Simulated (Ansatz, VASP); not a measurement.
Two plane-wave programs on Bi

File INCAR:

```
PREC = Accurate
ENCUT = 520
EDIFF = 1E-7
ISMEAR = 0
SIGMA = 0.15
LREAL = F
LASPH = T
NELM = 100
ALGO = Fast
ISIF = 2
LWAVE = F
LCHARG = T
GGA = PS
LELF = T
LVHAR = T
NBANDS = 22
```

File KPOINTS:

```
Automatic mesh
0
Gamma
  12 12 12
```

Contents of POSCAR:

```
Bi
1.0
    2.2729996784      1.3123169762      3.8946900000
   -2.2729996784      1.3123169762      3.8946900000
    0.0000000000     -2.6246339523      3.8946900000
Bi
2
Direct
    0.2338900000      0.2338900000      0.2338900000
    0.7661100000      0.7661100000      0.7661100000
```

Input for Ansatz:

```yaml
crystal:
  lattice:
    - [2.2729996784, 1.3123169762, 3.89469]
    - [-2.2729996784, 1.3123169762, 3.89469]
    - [0.0, -2.6246339523, 3.89469]
  atoms:
    - { symbol: Bi, position: [0.23389, 0.23389, 0.23389] }
    - { symbol: Bi, position: [0.76611, 0.76611, 0.76611] }
basis:
  ecutwfc: 420
kpoints:
  mp_grid: { grid: [12, 12, 12] }
hamiltonian:
  xc: pbesol
scf:
  occupations: { method: gaussian, width: 0.15 }
output:
  forces: true
  stress: true
  eigenvalues: true
```

Change from the starting cell: strain +0.000 along x and y, -0.015 along z, atoms carried along.

Alike in both runs: task single point; functional PBEsol; k mesh 12 × 12 × 12; occupations gaussian, width 0.15 eV; no spin polarisation.

```csv
,VASP,Ansatz
version,VASP 6.6.1,Ansatz 0.2.0
potentials or method,"VASP PAW PBE potentials, release 64 (Bi_d), cutoff 520 eV","scalar-relativistic, plane waves, PAW"
valence electrons in the cell,30,30
```

Ansatz gave:

| Property | Result |
| --- | --- |
| gap on the k mesh at the Fermi level (eV) | none |
| pressure (GPa) | 0.0 |
| traceless stress, the component that is largest in VASP (GPa) | 0.30 |
| rms of the force components (eV/Å) | 0.123 |

Question: Estimate VASP's values.

Answer: gap on the k mesh at the Fermi level (eV): none; pressure (GPa): 0.0; traceless stress, the component that is largest in VASP (GPa): 0.30; rms of the force components (eV/Å): 0.127.

VASP's potentials were made for PBE, not for PBEsol. Atom by atom the forces differ by 0.004 eV/Å (rms over components). A gap of «none» marks a metal or a gap that the smearing closes. With one functional, cell and mesh, what is left measures potentials, basis and numerics.

Neither program's run includes spin-orbit coupling.
